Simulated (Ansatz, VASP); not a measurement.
## GdO in VASP and in Ansatz

INCAR

```
SYSTEM = GdO
AGGAC    = 1.0          
AGGAX    = 1.0          
ALDAC    = 0.0          
ALDAX    = 1.0          
ALGO     = Normal         ! electronic algorithm
EDIFF    = 1E-6           ! SCF threshold, eV
ENCUT    = 520            ! plane-wave cutoff, eV
GGA      = B5             ! functional
ISIF     = 2              ! what is computed and relaxed
ISMEAR   = 0              ! smearing method
ISPIN    = 2              ! spin polarisation
IVDW     = 12             ! dispersion correction
LASPH    = .True.         ! aspherical terms in the spheres
LCHARG   = .False.        ! write CHGCAR
LDAU     = .True.         ! DFT+U
LDAUJ    = 0 0          
LDAUL    = 3 -1           ! shell
LDAUPRINT= 1            
LDAUTYPE = 2            
LDAUU    = 6 0            ! U, eV
LMAXMIX  = 6              ! l up to which the mixer works
LORBIT   = 11             ! projections on sites
LREAL    = .False.        ! projectors in reciprocal space
LWAVE    = .False.        ! write WAVECAR
MAGMOM   = 7.71 0.04      ! initial moments
NBANDS   = 23             ! bands
NELM     = 150            ! most SCF steps
PREC     = Accurate       ! precision mode
SIGMA    = 0.05           ! smearing width, eV
VDW_A1   = 0.4298       
VDW_A2   = 4.2359       
VDW_S6   = 1.0          
VDW_S8   = 2.6996
```

Contents of KPOINTS:

```
k-points
0
Gamma
  8 8 8
  0 0 0
```

POSCAR

```
GdO
1.0
    0.0000000000      2.6871008757      2.6871008757
    2.6871008757      0.0000000000      2.6871008757
    2.6871008757      2.6871008757      0.0000000000
Gd O
1 1
Direct
    0.0000000000      0.0000000000      0.0000000000
    0.2500000000      0.2500000000      0.2500000000
```

Input for Ansatz:

```yaml
crystal:
  lattice:
    - [0.0, 2.6871008757, 2.6871008757]
    - [2.6871008757, 0.0, 2.6871008757]
    - [2.6871008757, 2.6871008757, 0.0]
  atoms:
    - { symbol: Gd, position: [0.0, 0.0, 0.0], spin: 7.72 }
    - { symbol: O, position: [0.25, 0.25, 0.25] }
basis:
  ecutwfc: 420
  ecutrho_ratio: 4
kpoints:
  mp_grid: { grid: [8, 8, 8] }
hamiltonian:
  xc: blyp
  dispersion: d3bj
  hubbard:
    sites:
      - { species: Gd, l: f, u_eff: 6.0, starting_ns: start.occupation_matrices }
    ns_hold: { iters: 6 }
scf:
  occupations: { method: gaussian, width: 0.05 }
  lower_state_search: "off"
output:
  forces: true
  stress: true
  eigenvalues: true
  populations: true
  hubbard: { sites: [{ species: Gd, l: f }] }
magnetization:
  spin_polarized: true
```

Alike in both runs: task single point; functional BLYP; dispersion D3(BJ); k mesh 8 × 8 × 8; occupations gaussian, width 0.05 eV; collinear spin; Hubbard terms Gd f U = 6.0 eV.

|  | VASP | Ansatz |
| --- | --- | --- |
| version | VASP 6.6.1 | Ansatz 0.2.0 |
| potentials or method | VASP PAW PBE potentials, release 64 (Gd, O), cutoff 520 eV | scalar-relativistic, plane waves, PAW |
| valence electrons in the cell | 24 | 24 |

VASP gave:

- gap on the k mesh at the Fermi level (eV): none
- pressure (GPa): -0.5
- net moment per atom (μB): 3.95
- size of the moment on the site where the two differ most (μB): 7.08

Problem. What did Ansatz give for the same quantities?

Solution. gap on the k mesh at the Fermi level (eV): none; pressure (GPa): -0.7; net moment per atom (μB): 3.95; size of the moment on the site where the two differ most (μB): 7.01.

VASP's potentials were made for PBE, not for BLYP. Site moments also hang on the region over which each program counts them. The programs project onto different local orbitals, so the same U acts differently, and such runs can settle in different states. A gap of «none» marks a metal or a gap that the smearing closes. Ansatz's warnings: filled band counts differ across k points.

Spin-orbit coupling is off throughout.
